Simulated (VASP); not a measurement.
# AlZn3 (Pm-3n) in VASP: notebook, part 2 of 2

VASP 6.6.1. Earlier steps stand in the parts before.

**3. Relaxation of cell and atoms, PBE**

This run uses another cell than the first one, of 14.00 Å³/atom.

File INCAR:

```
SYSTEM = AlZn3
PREC = Accurate ; ENCUT = 600
EDIFF = 1E-6 ; ISMEAR = 0
SIGMA = 0.1 ; LREAL = .False.
LASPH = .True. ; NELM = 100
ALGO = Normal ; ISIF = 3
LWAVE = .False. ; LCHARG = .False.
GGA = PE ; IBRION = 2
NSW = 90 ; EDIFFG = -0.04
```

File KPOINTS:

```
Automatic mesh
0
Gamma
  4 4 4
  0 0 0
```

File POSCAR:

```
AlZn3
1.0
    4.8204468800      0.0000000000      0.0000000000
    0.0000000000      4.8204468800      0.0000000000
    0.0000000000      0.0000000000      4.8204468800
Al Zn
2 6
Direct
    0.0000000000      0.0000000000      0.0000000000
    0.5000000000      0.5000000000      0.5000000000
    0.2500000000      0.0000000000      0.5000000000
    0.5000000000      0.7500000000      0.0000000000
    0.7500000000      0.0000000000      0.5000000000
    0.5000000000      0.2500000000      0.0000000000
    0.0000000000      0.5000000000      0.7500000000
    0.0000000000      0.5000000000      0.2500000000
```

Potentials or basis: VASP PAW PBE potentials, release 64 (Al, Zn).

Command:

```sh
cat potpaw_PBE.64/Al/POTCAR potpaw_PBE.64/Zn/POTCAR > POTCAR
mpirun -np 1 vasp_std > vasp.out
```

OUTCAR:

```text
SYSTEM = AlZn3
   PREC = Accurate
   ENCUT = 600
   EDIFF = 1E-6
   ISMEAR = 0
   LREAL = .False.
   LASPH = .True.
   NELM = 100
   ISIF = 3
   GGA = PE
   IBRION = 2
   NSW = 90
   EDIFFG = -0.04

 ion  position               nearest neighbor table
   1  0.000  0.000  0.000-   3 2.69   4 2.69   5 2.69   6 2.69   7 2.69   8 2.69   3 2.69   5 2.69
                             7 2.69   8 2.69   4 2.69   6 2.69
   2  0.500  0.500  0.500-   3 2.69   4 2.69   5 2.69   6 2.69   7 2.69   8 2.69   4 2.69   6 2.69
                             3 2.69   5 2.69   7 2.69   8 2.69
   3  0.250  0.000  0.500-   5 2.41   5 2.41   1 2.69   1 2.69   2 2.69   2 2.69   4 2.95   6 2.95
                             6 2.95   4 2.95   8 2.95   7 2.95   8 2.95   7 2.95
   4  0.500  0.750  0.000-   6 2.41   6 2.41   1 2.69   2 2.69   2 2.69   1 2.69   3 2.95   5 2.95
                             3 2.95   5 2.95   8 2.95   7 2.95   7 2.95   8 2.95
   5  0.750  0.000  0.500-   3 2.41   3 2.41   1 2.69   1 2.69   2 2.69   2 2.69   4 2.95   6 2.95
                             6 2.95   4 2.95   8 2.95   7 2.95   8 2.95   7 2.95
   6  0.500  0.250  0.000-   4 2.41   4 2.41   1 2.69   2 2.69   2 2.69   1 2.69   3 2.95   5 2.95
                             5 2.95   3 2.95   8 2.95   7 2.95   7 2.95   8 2.95
   7  0.000  0.500  0.750-   8 2.41   8 2.41   1 2.69   2 2.69   1 2.69   2 2.69   3 2.95   4 2.95
                             5 2.95   3 2.95   5 2.95   6 2.95   4 2.95   6 2.95
   8  0.000  0.500  0.250-   7 2.41   7 2.41   1 2.69   2 2.69   1 2.69   2 2.69   3 2.95   4 2.95
                             5 2.95   3 2.95   5 2.95   6 2.95   4 2.95   6 2.95

  LATTYP: Found a simple cubic cell.
 ALAT       =     4.8204468800

  Lattice vectors:

 A1 = (   4.8204468800,   0.0000000000,   0.0000000000)
 A2 = (   0.0000000000,   4.8204468800,   0.0000000000)
[... 168 lines left out ...]

 number of electron      77.9999936 magnetization

 Free energy of the ion-electron system (eV)
  ---------------------------------------------------
  ext. energy  EPLUGINS =         0.00000000
  ---------------------------------------------------
  free energy    TOTEN  =       -12.83732389 eV

  energy without entropy =      -12.81992232  energy(sigma->0) =      -12.82862311

 E-fermi :   5.5260     XC(G=0): -11.6962

 val. band max:        5.5220700697   @ k =   0.2500   0.2500   0.0000
 cond. band min:       5.5711940482   @ k =   0.5000   0.5000   0.0000
 fundamental gap:      0.0491239785
 Fermi energy:         5.5260119615

 k-point     1 :       0.0000    0.0000    0.0000
  band No.  band energies     occupation
      1      -6.1461      2.00000
      2      -3.5318      2.00000
      3      -3.5318      2.00000
      4      -3.3544      2.00000
      5      -3.3105      2.00000
      6      -3.2275      2.00000
[... 562 lines left out ...]
--------------------------------------- Ionic step        3  -------------------------------------------

 number of electron      78.0000144 magnetization

 Free energy of the ion-electron system (eV)
  ---------------------------------------------------
  ext. energy  EPLUGINS =         0.00000000
  ---------------------------------------------------
  free energy    TOTEN  =       -13.42830967 eV

  energy without entropy =      -13.41599490  energy(sigma->0) =      -13.42215228

 E-fermi :   4.1821     XC(G=0): -11.0523

 val. band max:        4.1541520146   @ k =   0.2500   0.2500   0.0000
 cond. band min:       4.2638840273   @ k =   0.5000   0.5000   0.0000
 fundamental gap:      0.1097320127
 Fermi energy:         4.1820955983

 k-point     1 :       0.0000    0.0000    0.0000
  band No.  band energies     occupation
      1      -6.2033      2.00000
      2      -4.0811      2.00000
      3      -4.0811      2.00000
      4      -3.9189      2.00000
      5      -3.9184      2.00000
      6      -3.8292      2.00000
[... 514 lines left out ...]
  FREE ENERGIE OF THE ION-ELECTRON SYSTEM (eV)
  ---------------------------------------------------
  free  energy   TOTEN  =       -13.4283096663 eV

  energy  without entropy=      -13.4159948953  energy(sigma->0) =      -13.42215228

 reached required accuracy - stopping structural energy minimisation
```

CONTCAR:

```text
AlZn3
   1.00000000000000
     5.0381095390226243    0.0000000000000000    0.0000000000000000
    -0.0000000000000000    5.0381095390226243    0.0000000000000000
     0.0000000000000000   -0.0000000000000000    5.0381095390226243
  Al              Zn
     2     6
Direct
     0.0000000000000000    0.0000000000000000    0.0000000000000000
     0.5000000000000000    0.5000000000000000    0.5000000000000000
     0.2500000000000000    0.0000000000000000    0.5000000000000000
     0.5000000000000000    0.7500000000000000    0.0000000000000000
     0.7500000000000000    0.0000000000000000    0.5000000000000000
     0.5000000000000000    0.2500000000000000    0.0000000000000000
     0.0000000000000000    0.5000000000000000    0.7500000000000000
     0.0000000000000000    0.5000000000000000    0.2500000000000000

  0.00000000E+00  0.00000000E+00  0.00000000E+00
  0.00000000E+00  0.00000000E+00  0.00000000E+00
  0.00000000E+00  0.00000000E+00  0.00000000E+00
  0.00000000E+00  0.00000000E+00  0.00000000E+00
  0.00000000E+00  0.00000000E+00  0.00000000E+00
  0.00000000E+00  0.00000000E+00  0.00000000E+00
  0.00000000E+00  0.00000000E+00  0.00000000E+00
  0.00000000E+00  0.00000000E+00  0.00000000E+00
```

Wall time 1.8 min (1 thread of AMD EPYC 9R45 (Zen 5), shared host); peak memory 0.23 GiB.

What came out:

```
Free energy                           : -13.4283 eV
Relaxed volume                        : 15.99 Å³/atom
Relaxed cell                          : a = 5.038 Å, b = 5.038 Å, c = 5.038 Å, α = 90.00°, β = 90.00°, γ = 90.00°
Space group after relaxing (to 0.1 Å) : Pm-3n (No. 223)
Energy gained by relaxing             : 73.9 meV/atom
Ionic steps                           : 3
Pressure after relaxing               : 0.2 GPa
Band gap on the k mesh                : zero (bands 39 and 40 overlap by 7.57 eV)
```

Step by step:
| step | energy change (eV) | largest force (eV/Å) | pressure (GPa) | volume (Å³) |
| --- | --- | --- | --- | --- |
| 1 | 0.0000 | 0.0000 | 13.85 | 112.01 |
| 2 | -0.5586 | 0.0000 | -2.23 | 132.79 |
| 3 | -0.5910 | 0.0000 | 0.21 | 127.88 |

Final structure:
```yaml
crystal:
  lattice:
    - [5.03811, 0.00000, 0.00000]
    - [0.00000, 5.03811, 0.00000]
    - [0.00000, 0.00000, 5.03811]
  atoms:
    - { symbol: Al, position: [0.00000, 0.00000, 0.00000] }
    - { symbol: Al, position: [0.50000, 0.50000, 0.50000] }
    - { symbol: Zn, position: [0.25000, 0.00000, 0.50000] }
    - { symbol: Zn, position: [0.50000, 0.75000, 0.00000] }
    - { symbol: Zn, position: [0.75000, 0.00000, 0.50000] }
    - { symbol: Zn, position: [0.50000, 0.25000, 0.00000] }
    - { symbol: Zn, position: [0.00000, 0.50000, 0.75000] }
    - { symbol: Zn, position: [0.00000, 0.50000, 0.25000] }
```

The gap in the log of VASP goes by the Fermi energy; the results here count the filled bands.